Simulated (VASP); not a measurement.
# Sb in VASP: further runs

Sb is run at these levels: PBE+D3(BJ); tasks: single point.

Program: VASP 6.6.1. These are calculated values, not measurements. Logs are shortened: lines on timing, memory, paths and dates and some standing lists are left out, and cuts for length are marked.

## 1. The cell of the first run

The cell holds a slab with vacuum, 4 atoms: a = 4.069 Å, b = 4.069 Å, c = 20.800 Å, α = 90.00°, β = 90.00°, γ = 120.00°.

## 2. Single point, PBE+D3(BJ)

Input file INCAR:

```
SYSTEM = Sb
PREC = Accurate
ENCUT = 520
EDIFF = 1E-6
ISMEAR = 0
SIGMA = 0.05
LREAL = .FALSE.
LASPH = .TRUE.
NELM = 60
ALGO = Normal
ISIF = 2
LWAVE = .FALSE.
LCHARG = .TRUE.
LDIPOL = .TRUE.
IDIPOL = 3
DIPOL = 0.5 0.5 0.388
GGA = PE
IVDW = 12
LELF = .TRUE.
LVHAR = .TRUE.
LVACPOTAV = .TRUE.
NBANDS = 18
```

Input file KPOINTS:

```
Automatic mesh
0
G
  9 9 1
  0 0 0
```

Input file POSCAR:

```
Sb
1.0
    4.0686848921      0.0000000000      0.0000000000
   -2.0343424461      3.5235844766      0.0000000000
    0.0000000000      0.0000000000     20.8000277116
Sb
4
Direct
    0.3333333333      0.6666666667      0.2956733491
    0.6666666667      0.3333333333      0.2163458656
    1.0000000000      1.0000000000      0.5600967399
    0.6666666667      1.3333333333      0.4807692564
```

Potentials or basis: VASP PAW PBE potentials, release 64 (Sb).

Run with:

```sh
$ cat potpaw_PBE.64/Sb/POTCAR > POTCAR
$ mpirun -np 1 vasp_std > vasp.out
```

OUTCAR:

```text
SYSTEM = Sb
   PREC = Accurate
   ENCUT = 520
   EDIFF = 1E-6
   ISMEAR = 0
   LREAL = .FALSE.
   LASPH = .TRUE.
   NELM = 60
   ISIF = 2
   GGA = PE
   IVDW = 12
 IVDW          = 12

 ion  position               nearest neighbor table
   1  0.333  0.667  0.296-   2 2.87   2 2.87   2 2.87
   2  0.667  0.333  0.216-   1 2.87   1 2.87   1 2.87
   3  0.000  0.000  0.560-   4 2.87   4 2.87   4 2.87
   4  0.667  0.333  0.481-   3 2.87   3 2.87   3 2.87

  LATTYP: Found a hexagonal cell.
 ALAT       =     4.0686848921
 C/A-ratio  =     5.1122237930

  Lattice vectors:

 A1 = (   4.0686848921,   0.0000000000,   0.0000000000)
 A2 = (  -2.0343424461,   3.5235844766,   0.0000000000)
 A3 = (   0.0000000000,   0.0000000000,  20.8000277116)

Analysis of symmetry for initial positions (statically):
=====================================================================
 Subroutine PRICEL returns:
 Original cell was already a primitive cell.

 Routine SETGRP: Setting up the symmetry group for a
 hexagonal supercell.

 Subroutine GETGRP returns: Found  6 space group operations
 (whereof  6 operations were pure point group operations)
 out of a pool of 24 trial point group operations.

The static configuration has the point symmetry C_3v.

Analysis of symmetry for dynamics (positions and initial velocities):
=====================================================================
 Subroutine PRICEL returns:
 Original cell was already a primitive cell.

 Routine SETGRP: Setting up the symmetry group for a
 hexagonal supercell.

 Subroutine GETGRP returns: Found  6 space group operations
 (whereof  6 operations were pure point group operations)
 out of a pool of 24 trial point group operations.

The dynamic configuration has the point symmetry C_3v.

 Subroutine INISYM returns: Found  6 space group operations
 (whereof  6 operations are pure point group operations),
 and found     1 'primitive' translations

----------------------------------------------------------------------------------------

                                     Primitive cell

  volume of cell :     298.1966

  direct lattice vectors                    reciprocal lattice vectors
     4.068684892  0.000000000  0.000000000     0.245779663  0.141900954  0.000000000
    -2.034342446  3.523584477  0.000000000     0.000000000  0.283801909  0.000000000
     0.000000000  0.000000000 20.800027712     0.000000000  0.000000000  0.048076859

  length of vectors
     4.068684892  4.068684892 20.800027712     0.283801909  0.283801909  0.048076859

  position of ions in fractional coordinates (direct lattice)
[... 71 lines left out ...]
   LREAL  =      F    real-space projection
[... 7 lines left out ...]
   TEBEG  =    0.0;   TEEND  =   0.0 temperature during run
   PSTRESS=    0.0 pullay stress
   NELECT =      20.0000    total number of electrons
   NUPDOWN=      -1.0000    fix difference up-down
   EMIN   =  10.00;   EMAX   =-10.00  energy-range for DOS
   EFERMI =   0.00;   METHOD = LEGACY
   ISMEAR =     0;   SIGMA  =   0.05  broadening in eV -4-tet -1-fermi 0-gaus
   EFERMI_NEDOS =   21; number of points for ismear=-14 and -15
   IALGO  =     38    algorithm
   IMIX   =      4    mixing-type and parameters
     AMIX     =   0.40;   BMIX     =  1.00
     AMIX_MAG =   1.60;   BMIX_MAG =  1.00
  volume/ion in A,a.u.               =      74.55       503.08
  Fermi-wavevector in a.u.,A,eV,Ry     =   0.665146  1.256945  6.019487  0.442420
  Thomas-Fermi vector in A             =   1.739052
   LORBIT       =      0    0 simple, 1 ext, 2 COOP (PROOUT), +10 PAW based schemes
   GGA     = PE    functional components
   LHFCALC =     F    Hartree Fock is set to
   AEXX    =    0.0000 exact exchange contribution
   IVDW    =    12    specifies the selected vdW correction
   LEPSILON=     F    determine dielectric tensor
   LRPA    =     F    only Hartree local field effects (RPA)
 non-spin polarized calculation
 Gauss-broadening in eV      SIGMA  =   0.05
  energy-cutoff  :      520.00
  volume of cell :      298.20
 maximum number of plane-waves:      8073
   NGX = 15   NGY = 15   NGZ = 77

 dipolmoment           0.000000      0.000000     -0.000001 electrons x Angstroem

 number of electron      20.0000001 magnetization

 dipolmoment           0.000000      0.000000      0.002836 electrons x Angstroem

 Free energy of the ion-electron system (eV)
  ---------------------------------------------------
  ext. energy  EPLUGINS =         0.00000000
  ---------------------------------------------------
  free energy    TOTEN  =       -16.22382634 eV

  energy without entropy =      -16.22382634  energy(sigma->0) =      -16.22382634

 E-fermi :   0.1534     XC(G=0):  -4.7632

 val. band max:       -0.1052655916   @ k =   0.0000   0.0000   0.0000
 cond. band min:       0.7943715113   @ k =   0.3333  -0.0000   0.0000
 fundamental gap:      0.8996371028
 Fermi energy:         0.1534185213

 k-point     1 :       0.0000    0.0000    0.0000
  band No.  band energies     occupation
      1     -11.6559      2.00000
      2     -11.5918      2.00000
      3      -6.7594      2.00000
      4      -6.3803      2.00000
      5      -1.4005      2.00000
      6      -0.3245      2.00000
[... 229 lines left out ...]
      5      -3.8296      2.00000
      6      -3.8076      2.00000
[... 10 lines left out ...]
     17       6.4323      0.00000
     18       6.7068      0.00000

------------------------ aborting loop because EDIFF is reached ----------------------------------------

 Edisp (eV)   -1.16575

 E8    (eV) :    -0.5594

  FORCE on cell =-STRESS in cart. coord.  units (eV):
  Direction    XX          YY          ZZ          XY          YZ          ZX
  --------------------------------------------------------------------------------------
  -------------------------------------------------------------------------------------
  Total       0.03824     0.03824    -0.43057    -0.00000    -0.00000     0.00000
  in kB       0.20547     0.20547    -2.31341    -0.00000    -0.00000     0.00000
  external pressure =       -0.63 kB  Pullay stress =        0.00 kB

 VOLUME and BASIS-vectors are now :
 -----------------------------------------------------------------------------
  energy-cutoff  :      520.00
  volume of cell :      298.20
      direct lattice vectors                 reciprocal lattice vectors
     4.068684892  0.000000000  0.000000000     0.245779663  0.141900954  0.000000000
    -2.034342446  3.523584477  0.000000000     0.000000000  0.283801909  0.000000000
     0.000000000  0.000000000 20.800027712     0.000000000  0.000000000  0.048076859

 POSITION                                       TOTAL-FORCE (eV/Angst)
 -----------------------------------------------------------------------------------
     -0.00000      2.34906      6.15001        -0.000000      0.000000      0.212483
      2.03434      1.17453      4.50000         0.000000      0.000000     -0.059033
      0.00000      0.00000     11.65003         0.000000     -0.000000      0.051230
      2.03434      1.17453     10.00001         0.000000     -0.000000     -0.204680
 -----------------------------------------------------------------------------------
    total drift:                                0.000000     -0.000000     -0.000057

  FREE ENERGIE OF THE ION-ELECTRON SYSTEM (eV)
  ---------------------------------------------------
  free  energy   TOTEN  =       -17.3895717525 eV

  energy  without entropy=      -17.3895717525  energy(sigma->0) =      -17.38957175

 vacuum level on the upper side and lower side of the slab         4.634         4.598
```

OSZICAR:

```text
N       E                     dE             d eps       ncg     rms          rms(c)
DAV:   1     0.103733865527E+03    0.10373E+03   -0.57641E+03   432   0.773E+02
DAV:   2    -0.624928624758E+01   -0.10998E+03   -0.10388E+03   568   0.130E+02
DAV:   3    -0.160570777851E+02   -0.98078E+01   -0.97438E+01   586   0.444E+01
[... 11 lines left out ...]
DAV:  15    -0.162238005791E+02   -0.71408E-04   -0.23276E-06   476   0.682E-03    0.985E-04
DAV:  16    -0.162238144504E+02   -0.13871E-04   -0.21745E-07   414   0.219E-03    0.765E-04
DAV:  17    -0.162238242793E+02   -0.98289E-05   -0.29900E-07   392   0.172E-03    0.196E-04
DAV:  18    -0.162238261793E+02   -0.19000E-05   -0.68689E-08   378   0.846E-04    0.126E-04
DAV:  19    -0.162238263438E+02   -0.16453E-06   -0.51341E-09   322   0.324E-04
   1 F= -.17389572E+02 E0= -.17389572E+02  d E =-.165270E-14
```

stdout:

```text
POSCAR found type information on POSCAR Sb
 POSCAR found :  1 types and       4 ions
 scaLAPACK will be used
 LDA part: xc-table for (Slater+PW92), standard interpolation
 POSCAR, INCAR and KPOINTS ok, starting setup
 FFT: planning ... GRIDC
 FFT: planning ... GRID_SOFT
 FFT: planning ... GRID
 WAVECAR not read
 entering main loop
 -----------------------------------------------------------------------------
|                                                                             |
|           W    W    AA    RRRRR   N    N  II  N    N   GGGG   !!!           |
|           W    W   A  A   R    R  NN   N  II  NN   N  G    G  !!!           |
|           W    W  A    A  R    R  N N  N  II  N N  N  G       !!!           |
|           W WW W  AAAAAA  RRRRR   N  N N  II  N  N N  G  GGG   !            |
|           WW  WW  A    A  R   R   N   NN  II  N   NN  G    G                |
|           W    W  A    A  R    R  N    N  II  N    N   GGGG   !!!           |
|                                                                             |
|     Did not find any points to average over, which means that no vacuum     |
|     field-free region was found. Please increase the size of  your cell     |
|     in the dimension of the dipole correction to obtain accurate            |
|     workfunction values.                                                    |
|                                                                             |
 -----------------------------------------------------------------------------
```

Run time: 2.1 min. Hardware: 1 thread of Intel Xeon Platinum 8375C at 2.90GHz (Ice Lake), shared host; peak memory 0.39 GiB.

Results:

```yaml
Free_energy: -17.3896 eV
Largest_force: 0.212 eV/Å
Band_gap_on_the_k_mesh: 0.90 eV, indirect (least direct gap 1.49 eV)
Dispersion_energy_per_atom: -0.291 eV
```

Forces on the atoms (eV/Å):
```
Sb   0.000  0.000  0.212
Sb   0.000  0.000 -0.059
Sb   0.000  0.000  0.051
Sb   0.000  0.000 -0.205
```

Levels at points of the mesh, in eV from the valence-band top:
```tsv
k point	band 7	band 8	band 9	band 10	band 11	band 12	band 13	band 14
(0.00, 0.00, 0.00)	-0.05	-0.05	0.00	0.00	1.49	1.97	2.73	2.73
```

Caveat: spin-orbit coupling is left out, which moves the levels of the heavy elements.

## 3. Single point, PBE+D3(BJ)

Input file INCAR:

```
ALGO = Normal
DIPOL = 0.5 0.5 0.388
EDIFF = 1E-6
ENCUT = 520
GGA = PE
IDIPOL = 3
ISIF = 2
ISMEAR = 0
IVDW = 12
LASPH = True
LCHARG = False
LDIPOL = True
LREAL = False
LWAVE = False
NBANDS = 18
NELM = 60
PREC = Accurate
SIGMA = 0.05
```

Input file KPOINTS:

```
k-points
0
Gamma
  9 9 1
```

POSCAR is that of step 2.

Potentials or basis: VASP PAW PBE potentials, release 64 (Sb).

Run with:

```sh
$ cat potpaw_PBE.64/Sb/POTCAR > POTCAR
$ mpirun -np 1 vasp_std > vasp.out
```

OUTCAR:

```text
EDIFF = 1E-6
   ENCUT = 520
   GGA = PE
   ISIF = 2
   ISMEAR = 0
   IVDW = 12
   LASPH = True
   LREAL = False
   NELM = 60
   PREC = Accurate
 IVDW          = 12

 ion  position               nearest neighbor table
   1  0.333  0.667  0.296-   2 2.87   2 2.87   2 2.87
   2  0.667  0.333  0.216-   1 2.87   1 2.87   1 2.87
   3  0.000  0.000  0.560-   4 2.87   4 2.87   4 2.87
   4  0.667  0.333  0.481-   3 2.87   3 2.87   3 2.87

  LATTYP: Found a hexagonal cell.
 ALAT       =     4.0686848921
 C/A-ratio  =     5.1122237930

  Lattice vectors:

 A1 = (   4.0686848921,   0.0000000000,   0.0000000000)
 A2 = (  -2.0343424461,   3.5235844766,   0.0000000000)
 A3 = (   0.0000000000,   0.0000000000,  20.8000277116)

Analysis of symmetry for initial positions (statically):
=====================================================================
 Subroutine PRICEL returns:
 Original cell was already a primitive cell.

 Routine SETGRP: Setting up the symmetry group for a
 hexagonal supercell.

 Subroutine GETGRP returns: Found  6 space group operations
 (whereof  6 operations were pure point group operations)
 out of a pool of 24 trial point group operations.

The static configuration has the point symmetry C_3v.

Analysis of symmetry for dynamics (positions and initial velocities):
=====================================================================
 Subroutine PRICEL returns:
 Original cell was already a primitive cell.

 Routine SETGRP: Setting up the symmetry group for a
 hexagonal supercell.

 Subroutine GETGRP returns: Found  6 space group operations
 (whereof  6 operations were pure point group operations)
 out of a pool of 24 trial point group operations.

The dynamic configuration has the point symmetry C_3v.

 Subroutine INISYM returns: Found  6 space group operations
 (whereof  6 operations are pure point group operations),
 and found     1 'primitive' translations

----------------------------------------------------------------------------------------

[... 112 lines left out ...]
   LEPSILON=     F    determine dielectric tensor
   LRPA    =     F    only Hartree local field effects (RPA)
 non-spin polarized calculation
 Gauss-broadening in eV      SIGMA  =   0.05
  energy-cutoff  :      520.00
  volume of cell :      298.20
 maximum number of plane-waves:      8073
   NGX = 15   NGY = 15   NGZ = 77

 dipolmoment           0.000000      0.000000     -0.000001 electrons x Angstroem

 number of electron      20.0000001 magnetization

 dipolmoment           0.000000      0.000000      0.002836 electrons x Angstroem

 Free energy of the ion-electron system (eV)
  ---------------------------------------------------
  ext. energy  EPLUGINS =         0.00000000
  ---------------------------------------------------
  free energy    TOTEN  =       -16.22382634 eV

  energy without entropy =      -16.22382634  energy(sigma->0) =      -16.22382634

 E-fermi :   0.1534     XC(G=0):  -4.7632

 val. band max:       -0.1052655916   @ k =   0.0000   0.0000   0.0000
 cond. band min:       0.7943715113   @ k =   0.3333  -0.0000   0.0000
 fundamental gap:      0.8996371028
 Fermi energy:         0.1534185213

 k-point     1 :       0.0000    0.0000    0.0000
  band No.  band energies     occupation
      1     -11.6559      2.00000
      2     -11.5918      2.00000
      3      -6.7594      2.00000
      4      -6.3803      2.00000
      5      -1.4005      2.00000
      6      -0.3245      2.00000
[... 229 lines left out ...]
      5      -3.8296      2.00000
      6      -3.8076      2.00000
[... 10 lines left out ...]
     17       6.4323      0.00000
     18       6.7068      0.00000

------------------------ aborting loop because EDIFF is reached ----------------------------------------

 vacuum level on the upper side and lower side of the slab       (xc-potential included)        -0.128        -0.163

 Edisp (eV)   -1.16575

 E8    (eV) :    -0.5594

  FORCE on cell =-STRESS in cart. coord.  units (eV):
  Direction    XX          YY          ZZ          XY          YZ          ZX
  --------------------------------------------------------------------------------------
  -------------------------------------------------------------------------------------
  Total       0.03824     0.03824    -0.43057    -0.00000    -0.00000     0.00000
  in kB       0.20547     0.20547    -2.31341    -0.00000    -0.00000     0.00000
  external pressure =       -0.63 kB  Pullay stress =        0.00 kB

 VOLUME and BASIS-vectors are now :
 -----------------------------------------------------------------------------
  energy-cutoff  :      520.00
  volume of cell :      298.20
      direct lattice vectors                 reciprocal lattice vectors
     4.068684892  0.000000000  0.000000000     0.245779663  0.141900954  0.000000000
    -2.034342446  3.523584477  0.000000000     0.000000000  0.283801909  0.000000000
     0.000000000  0.000000000 20.800027712     0.000000000  0.000000000  0.048076859

 POSITION                                       TOTAL-FORCE (eV/Angst)
 -----------------------------------------------------------------------------------
     -0.00000      2.34906      6.15001        -0.000000      0.000000      0.212483
      2.03434      1.17453      4.50000         0.000000      0.000000     -0.059033
      0.00000      0.00000     11.65003         0.000000     -0.000000      0.051230
      2.03434      1.17453     10.00001         0.000000     -0.000000     -0.204680
 -----------------------------------------------------------------------------------
    total drift:                                0.000000     -0.000000     -0.000057

  FREE ENERGIE OF THE ION-ELECTRON SYSTEM (eV)
  ---------------------------------------------------
  free  energy   TOTEN  =       -17.3895717525 eV

  energy  without entropy=      -17.3895717525  energy(sigma->0) =      -17.38957175

 vacuum level on the upper side and lower side of the slab         4.525         4.490
```

OSZICAR:

```text
N       E                     dE             d eps       ncg     rms          rms(c)
DAV:   1     0.103733865527E+03    0.10373E+03   -0.57641E+03   432   0.773E+02
DAV:   2    -0.624928624758E+01   -0.10998E+03   -0.10388E+03   568   0.130E+02
DAV:   3    -0.160570777851E+02   -0.98078E+01   -0.97438E+01   586   0.444E+01
[... 11 lines left out ...]
DAV:  15    -0.162238005791E+02   -0.71408E-04   -0.23276E-06   476   0.682E-03    0.985E-04
DAV:  16    -0.162238144504E+02   -0.13871E-04   -0.21745E-07   414   0.219E-03    0.765E-04
DAV:  17    -0.162238242793E+02   -0.98289E-05   -0.29900E-07   392   0.172E-03    0.196E-04
DAV:  18    -0.162238261793E+02   -0.19000E-05   -0.68689E-08   378   0.846E-04    0.126E-04
DAV:  19    -0.162238263438E+02   -0.16453E-06   -0.51341E-09   322   0.324E-04
   1 F= -.17389572E+02 E0= -.17389572E+02  d E =-.165270E-14
```

stdout:

```text
POSCAR found type information on POSCAR Sb
 POSCAR found :  1 types and       4 ions
 scaLAPACK will be used
 LDA part: xc-table for (Slater+PW92), standard interpolation
 POSCAR, INCAR and KPOINTS ok, starting setup
 FFT: planning ... GRIDC
 FFT: planning ... GRID_SOFT
 FFT: planning ... GRID
 WAVECAR not read
 entering main loop
```

Run time: 2 min. Hardware: 1 thread of Intel Xeon Platinum 8375C at 2.90GHz (Ice Lake), shared host; peak memory 0.39 GiB.

What came out:

| Property | Result |
| --- | --- |
| Free energy | -17.3896 eV |
| Largest force | 0.212 eV/Å |
| Band gap on the k mesh | 0.90 eV, indirect (least direct gap 1.49 eV) |
| Dispersion energy per atom | -0.291 eV |

Forces on the atoms (eV/Å):
```
Sb   0.000  0.000  0.212
Sb   0.000  0.000 -0.059
Sb   0.000  0.000  0.051
Sb   0.000  0.000 -0.205
```

Levels at points of the mesh, in eV from the valence-band top:
```tsv
k point	band 8	band 9	band 10	band 11	band 12	band 13
(0.00, 0.00, 0.00)	-0.05	0.00	0.00	1.49	1.97	2.73
```

Caveat: spin-orbit coupling is left out, which moves the levels of the heavy elements.
